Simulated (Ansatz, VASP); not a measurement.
# Rh in VASP and in Ansatz

```xyz
2
Lattice="2.7242 0.0000 0.0000 -1.3621 2.3593 0.0000 0.0000 0.0000 4.3864" Properties=species:S:1:pos:R:3 pbc="T T T"
Rh    1.3621    0.7864    3.2898
Rh    0.0000    1.5728    1.0966
```

Alike in both runs: task single point; functional PBEsol; k mesh 21 × 21 × 12; occupations gaussian, width 0.15 eV; no spin polarisation.

|  | VASP | Ansatz |
| --- | --- | --- |
| version | VASP 6.6.1 | Ansatz 0.2.0 |
| potentials or method | VASP PAW PBE potentials, release 64 (Rh_pv), cutoff 520 eV | scalar-relativistic, plane waves, PAW |
| valence electrons in the cell | 30 | 34 |

```csv
,VASP,Ansatz,Ansatz less VASP
gap on the k mesh at the Fermi level (eV),none,none,-
pressure (GPa),-10.3,-10.3,+0.05
"traceless stress, the component that is largest in VASP (GPa)",0.15,0.16,+0.005
```

VASP's potentials were made for PBE, not for PBEsol, and Ansatz warns of the same on its side. A gap of «none» marks a metal or a gap that the smearing closes. With one functional, cell and mesh, what is left measures potentials, basis and numerics. VASP's potentials hold 30 valence electrons a cell and Ansatz's 34, so a difference there can come from the potentials and not from the codes.
